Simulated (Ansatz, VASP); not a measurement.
# Ir in VASP and in Ansatz

```
Ir
1.0
     2.72927    0.00000    0.00000
    -1.36463    2.36361    0.00000
     0.00000    0.00000    8.84348
Ir
4
Direct
  0.33346 0.16670 0.37762
  0.00000 0.50004 0.86129
  0.99998 0.49994 0.13870
  0.66656 0.83332 0.62238
```

Alike in both runs: functional r2SCAN; k mesh 12 × 12 × 4; occupations gaussian, width 0.15 eV; no spin polarisation.

Ansatz relaxed the structure, and its values are those at the end. VASP's run is a single point on that final structure, the one shown.

|  | VASP | Ansatz |
| --- | --- | --- |
| version | VASP 6.6.1 | Ansatz 0.2.0 |
| potentials or method | VASP PAW PBE potentials, release 64 (Ir), cutoff 520 eV | scalar-relativistic, plane waves, PAW |
| valence electrons in the cell | 36 | 68 |

|  | VASP | Ansatz | Ansatz less VASP |
| --- | --- | --- | --- |
| gap on the k mesh at the Fermi level (eV) | none | none | - |
| pressure (GPa) | 11.4 | 8.8 | -2.62 |
| rms of the force components (eV/Å) | 0.028 | 0.003 | -0.0250 |

VASP's potentials were made for PBE, not for r2SCAN. A gap of «none» marks a metal or a gap that the smearing closes. VASP's potentials hold 36 valence electrons a cell and Ansatz's 68, so a difference there can come from the potentials and not from the codes. Ansatz's warnings: stress scf threshold loose.

Neither program's run includes spin-orbit coupling.
